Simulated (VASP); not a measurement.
# TiSi16 (a cell with a defect) in VASP: a series of runs, part 2 of 2

VASP 6.6.1. Earlier steps stand in the parts before.

## Step 4: Single point, PBE+D3(BJ)

Contents of INCAR:

```
SYSTEM = TiSi16
  ALGO = Normal
  EDIFF = 1E-6
  ENCUT = 520
  GGA = PE
  ISIF = 2
  ISMEAR = -1
  IVDW = 12
  LASPH = .True.
  LCHARG = .False.
  LREAL = Auto
  LWAVE = .False.
  NBANDS = 52
  NELM = 60
  PREC = Accurate
  SIGMA = 0.02
```

Contents of KPOINTS:

```
k-points
0
Gamma
  2 2 2
  0 0 0
```

Contents of POSCAR:

```
TiSi16
1.0
    0.0000000000      5.4300000000      5.4300000000
    5.4300000000      0.0000000000      5.4300000000
    5.4300000000      5.4300000000      0.0000000000
Si Ti
16 1
Direct
   -0.0123878453      0.0037482505      0.0035534070
    0.1220419890      0.1277576427      0.1275314917
    0.0019342541     -0.0049495396      0.5007813996
    0.1218621547      0.1277706262      0.6213011971
    0.0019598527      0.5009883978     -0.0052020258
    0.1219638122      0.6214030387      0.1275571823
    0.0018656538      0.5009954880      0.5008109576
    0.1255942910      0.6244732965      0.6242055249
    0.5046604972      0.0035814917      0.0033897790
    0.6248872007      0.1245956722      0.1247402394
    0.5043558932      0.0037004604      0.4873142726
    0.6288197974      0.1277448435      0.6211188766
    0.5044477901      0.4872376611      0.0035965930
    0.6288338858      0.6212174954      0.1275349908
    0.4961668508      0.5009436464      0.5007640884
    0.6286444751      0.6212382136      0.6212378453
    0.3751384899      0.8745907919      0.8745661142
```

Potentials or basis: VASP PAW PBE potentials, release 64 (Si, Ti_sv).

On the command line:

```
$ cat potpaw_PBE.64/Si/POTCAR potpaw_PBE.64/Ti_sv/POTCAR > POTCAR
$ mpirun -np 1 vasp_std > vasp.out
```

OUTCAR:

```text
SYSTEM = TiSi16
   EDIFF = 1E-6
   ENCUT = 520
   GGA = PE
   ISIF = 2
   ISMEAR = -1
   IVDW = 12
   LASPH = .True.
   LREAL = Auto
   NELM = 60
   PREC = Accurate
 IVDW          = 12

 ion  position               nearest neighbor table
   1  0.988  0.004  0.004-  10 2.27   4 2.40   6 2.40   2 2.40  17 2.43
   2  0.122  0.128  0.128-   5 2.34   3 2.34   1 2.40   9 2.40  17 2.75
   3  0.002  0.995  0.501-   8 2.32  12 2.34   4 2.34   2 2.34
   4  0.122  0.128  0.621-   3 2.34   7 2.34   1 2.40  11 2.40  17 2.75
   5  0.002  0.501  0.995-   8 2.32  14 2.34   6 2.34   2 2.34
   6  0.122  0.621  0.128-   5 2.34   7 2.34   1 2.40  13 2.40  17 2.75
   7  0.002  0.501  0.501-   8 2.32  16 2.34   4 2.34   6 2.34
   8  0.126  0.624  0.624-  15 2.32   3 2.32   5 2.32   7 2.32
   9  0.505  0.004  0.003-  10 2.27  12 2.40  14 2.40   2 2.40  17 2.43
  10  0.625  0.125  0.125-  11 2.27   9 2.27  13 2.27   1 2.27
  11  0.504  0.004  0.487-  10 2.27  12 2.40  16 2.40   4 2.40  17 2.43
  12  0.629  0.128  0.621-   3 2.34  15 2.34   9 2.40  11 2.40  17 2.75
  13  0.504  0.487  0.004-  10 2.27  14 2.40  16 2.40   6 2.40  17 2.43
  14  0.629  0.621  0.128-   5 2.34  15 2.34  13 2.40   9 2.40  17 2.75
  15  0.496  0.501  0.501-   8 2.32  12 2.34  14 2.34  16 2.34
  16  0.629  0.621  0.621-   7 2.34  15 2.34  13 2.40  11 2.40  17 2.75
  17  0.375  0.875  0.875-  11 2.43   9 2.43  13 2.43   1 2.43   2 2.75   6 2.75   4 2.75  14 2.75
                            16 2.75  12 2.75

  LATTYP: Found a face centered cubic cell.
 ALAT       =    10.8600000000

  Lattice vectors:

 A1 = (   0.0000000000,   5.4300000000,   5.4300000000)
 A2 = (   5.4300000000,   0.0000000000,   5.4300000000)
 A3 = (   5.4300000000,   5.4300000000,   0.0000000000)

Analysis of symmetry for initial positions (statically):
=====================================================================
 Subroutine PRICEL returns:
 Original cell was already a primitive cell.

 Routine SETGRP: Setting up the symmetry group for a
 face centered cubic supercell.

 Subroutine GETGRP returns: Found  1 space group operations
 (whereof  1 operations were pure point group operations)
 out of a pool of 48 trial point group operations.

The static configuration has the point symmetry C_1 .
[... 154 lines left out ...]
   IVDW    =    12    specifies the selected vdW correction
   LEPSILON=     F    determine dielectric tensor
   LRPA    =     F    only Hartree local field effects (RPA)
 non-spin polarized calculation
  energy-cutoff  :      520.00
  volume of cell :      320.21
 maximum number of plane-waves:      8646
 NGX is ok and might be reduce to    60
   NGX = 29   NGY = 29   NGZ = 29

 number of electron      75.9999998 magnetization

 Free energy of the ion-electron system (eV)
  ---------------------------------------------------
  ext. energy  EPLUGINS =         0.00000000
  ---------------------------------------------------
  free energy    TOTEN  =       -92.21425514 eV

  energy without entropy =      -92.18973415  energy(sigma->0) =      -92.20199464

 E-fermi :   6.9311     XC(G=0):  -9.7514

 val. band max:        6.8927559055   @ k =   0.0000   0.5000   0.5000
 cond. band min:       6.9591218723   @ k =   0.0000   0.5000   0.0000
 fundamental gap:      0.0663659668
 Fermi energy:         6.9311452359

 k-point     1 :       0.0000    0.0000    0.0000
  band No.  band energies     occupation
      1     -49.8789      2.00000
      2     -26.2530      2.00000
      3     -26.2512      2.00000
      4     -26.2502      2.00000
      5      -5.7210      2.00000
      6      -3.5134      2.00000
[... 413 lines left out ...]
     49       9.8753      0.00000
     50      10.5377      0.00000
 [bands above 50 left out]

------------------------ aborting loop because EDIFF is reached ----------------------------------------

 Edisp (eV)   -5.83782

 E8    (eV) :    -2.4422

  FORCE on cell =-STRESS in cart. coord.  units (eV):
  Direction    XX          YY          ZZ          XY          YZ          ZX
  --------------------------------------------------------------------------------------
  -------------------------------------------------------------------------------------
  Total       1.91026     1.87784     1.87612     0.00126     0.02377     0.00459
  in kB       9.55816     9.39592     9.38730     0.00632     0.11893     0.02296
  external pressure =        9.45 kB  Pullay stress =        0.00 kB

 VOLUME and BASIS-vectors are now :
 -----------------------------------------------------------------------------
  energy-cutoff  :      520.00
  volume of cell :      320.21
      direct lattice vectors                 reciprocal lattice vectors
     0.000000000  5.430000000  5.430000000    -0.092081031  0.092081031  0.092081031
     5.430000000  0.000000000  5.430000000     0.092081031 -0.092081031  0.092081031
     5.430000000  5.430000000  0.000000000     0.092081031  0.092081031 -0.092081031

 POSITION                                       TOTAL-FORCE (eV/Angst)
 -----------------------------------------------------------------------------------
      0.03965      5.38203      5.38309         0.000893     -0.002276     -0.002431
      1.38622      1.35518      1.35641         0.002731      0.000595      0.000148
      8.12237      2.72975      5.41363        -0.002478      0.000596      0.000295
      4.06746      4.03538      1.35551         0.002045      0.000515      0.001593
      8.12212      5.41240      2.73101        -0.002910     -0.000719      0.001381
      4.06685      1.35490      4.03648         0.002212      0.001986     -0.000641
[... 9 lines left out ...]
      6.74664      6.78686      6.78686         0.000457      0.000219      0.000565
      9.49792      6.78590      6.78603        -0.006601     -0.003033     -0.001281
 -----------------------------------------------------------------------------------
    total drift:                                0.000186     -0.003280     -0.001464

  FREE ENERGIE OF THE ION-ELECTRON SYSTEM (eV)
  ---------------------------------------------------
  free  energy   TOTEN  =       -98.0520773132 eV

  energy  without entropy=      -98.0275563165  energy(sigma->0) =      -98.03981681
```

OSZICAR:

```text
N       E                     dE             d eps       ncg     rms          rms(c)
DAV:   1     0.342196644483E+03    0.34220E+03   -0.30870E+04   848   0.126E+03
DAV:   2    -0.582603124851E+02   -0.40046E+03   -0.38241E+03   964   0.246E+02
DAV:   3    -0.924891553047E+02   -0.34229E+02   -0.33165E+02  1200   0.658E+01
DAV:   4    -0.950638808951E+02   -0.25747E+01   -0.25314E+01  1288   0.154E+01
DAV:   5    -0.951325967881E+02   -0.68716E-01   -0.68582E-01  1080   0.228E+00    0.187E+01
DAV:   6    -0.943934431864E+02    0.73915E+00   -0.16621E+01  1144   0.193E+01    0.149E+01
DAV:   7    -0.930001902938E+02    0.13933E+01   -0.21376E+01  1136   0.229E+01    0.946E+00
DAV:   8    -0.923052109785E+02    0.69498E+00   -0.14705E+00  1016   0.554E+00    0.283E+00
DAV:   9    -0.922110017967E+02    0.94209E-01   -0.45730E-01  1272   0.278E+00    0.534E-01
DAV:  10    -0.922126230677E+02   -0.16213E-02   -0.23270E-02  1064   0.557E-01    0.358E-01
DAV:  11    -0.922143477133E+02   -0.17246E-02   -0.37323E-03  1056   0.244E-01    0.207E-01
DAV:  12    -0.922142100032E+02    0.13771E-03   -0.13037E-03  1116   0.190E-01    0.456E-02
DAV:  13    -0.922142559932E+02   -0.45990E-04   -0.16374E-04  1056   0.528E-02    0.217E-02
DAV:  14    -0.922142536185E+02    0.23747E-05   -0.27796E-05  1076   0.270E-02    0.669E-03
DAV:  15    -0.922142555363E+02   -0.19177E-05   -0.35112E-06   920   0.757E-03    0.331E-03
DAV:  16    -0.922142551419E+02    0.39440E-06   -0.15491E-07   548   0.165E-03
   1 F= -.98052077E+02 E0= -.98039817E+02  d E =-.245210E-01
```

stdout:

```text
POSCAR found type information on POSCAR SiTi
 POSCAR found :  2 types and      17 ions
 scaLAPACK will be used
 LDA part: xc-table for (Slater+PW92), standard interpolation
 POSCAR, INCAR and KPOINTS ok, starting setup
 FFT: planning ... GRIDC
 FFT: planning ... GRID_SOFT
 FFT: planning ... GRID
 WAVECAR not read
 entering main loop
```

It took 6.2 min on 1 thread of Intel Xeon 8259CL, shared host; peak memory 0.49 GiB.

What came out:

| Property | Result |
| --- | --- |
| Free energy | -98.0521 eV |
| Pressure | 0.9 GPa |
| Largest force | 0.007 eV/Å |
| Band gap on the k mesh | zero (bands 38 and 39 overlap by 0.43 eV) |
| Dispersion energy per atom | -0.343 eV |

Forces in eV/Å, atoms in the order of the input:
```
Si   0.001 -0.002 -0.002
Si   0.003  0.001  0.000
Si  -0.002  0.001  0.000
Si   0.002  0.001  0.002
Si  -0.003 -0.001  0.001
Si   0.002  0.002 -0.001
Si   0.001 -0.001  0.000
Si   0.004  0.001 -0.001
Si   0.000 -0.001 -0.001
Si   0.004  0.002  0.004
Si  -0.006 -0.002  0.000
Si   0.002 -0.001  0.000
Si  -0.006  0.001 -0.003
Si   0.002  0.001 -0.001
Si   0.002  0.001  0.001
Si   0.000  0.000  0.001
Ti  -0.007 -0.003 -0.001
```

Caveat: the k points lie up to 0.50 Å⁻¹ apart.

The gap in the log of VASP goes by the Fermi energy; the results here count the filled bands.